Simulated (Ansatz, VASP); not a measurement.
## Two plane-wave programs on NaCl

The input INCAR:

```
ALGO     = Normal         # electronic algorithm
EDIFF    = 1E-7           # SCF threshold, eV
EDIFFG   = -0.002         # ionic threshold
ENCUT    = 600            # plane-wave cutoff, eV
GGA      = PS             # functional
IBRION   = 2              # ionic algorithm
ISIF     = 3              # what is computed and relaxed
ISMEAR   = -1             # smearing method
LASPH    = True           # aspherical terms in the spheres
LCHARG   = False          # write CHGCAR
LREAL    = False          # projectors in reciprocal space
LWAVE    = False          # write WAVECAR
NELM     = 60             # most SCF steps
NSW      = 100            # ionic steps
PREC     = Accurate       # precision mode
SIGMA    = 0.1            # smearing width, eV
```

KPOINTS

```
k-points
0
Gamma
  10 10 10
```

The input POSCAR:

```
NaCl
1.0
    0.0000000000      2.8100000000      2.8100000000
    2.8100000000      0.0000000000      2.8100000000
    2.8100000000      2.8100000000      0.0000000000
Na Cl
1 1
Direct
    0.0000000000      0.0000000000      0.0000000000
    0.5000000000      0.5000000000      0.5000000000
```

Input for Ansatz:

```yaml
crystal:
  lattice:
    - [0.0, 2.81, 2.81]
    - [2.81, 0.0, 2.81]
    - [2.81, 2.81, 0.0]
  atoms:
    - { symbol: Na, position: [0.0, 0.0, 0.0] }
    - { symbol: Cl, position: [0.5, 0.5, 0.5] }
kpoints:
  mp_grid: { grid: [10, 10, 10] }
scf:
  occupations: { method: fermi_dirac, width: 0.1 }
hamiltonian:
  xc: pbesol
  pseudopotentials: { kind: paw }
relax:
  f_tol: 0.002
  max_steps: 80
  cell: {}
output:
  forces: true
  stress: true
```

Alike in both runs: task relaxation of cell and atoms; functional PBEsol; k mesh 10 × 10 × 10; occupations fermi-dirac, width 0.1 eV; no spin polarisation.

|  | VASP | Ansatz |
| --- | --- | --- |
| version | VASP 6.6.1 | Ansatz 0.2.0 |
| potentials or method | VASP PAW PBE potentials, release 64 (Na_pv, Cl) | PAW with Ansatz's default frozen-core files, scalar-relativistic |
| plane-wave cutoff (eV) | 600 | 420 |
| valence electrons in the cell | 14 | 16 |

VASP gave:

* relaxed volume (Å³/atom): 22.01
* relaxed length of the cell vector where the two differ most in proportion (Å): 3.964

Question: Which values does Ansatz return?

Answer: Relaxed volume (Å³/atom): 21.97; relaxed length of the cell vector where the two differ most in proportion (Å): 3.961.

VASP's potentials were made for PBE, not for PBEsol. VASP's potentials hold 14 valence electrons a cell and Ansatz's 16, so a difference there can come from the potentials and not from the codes.
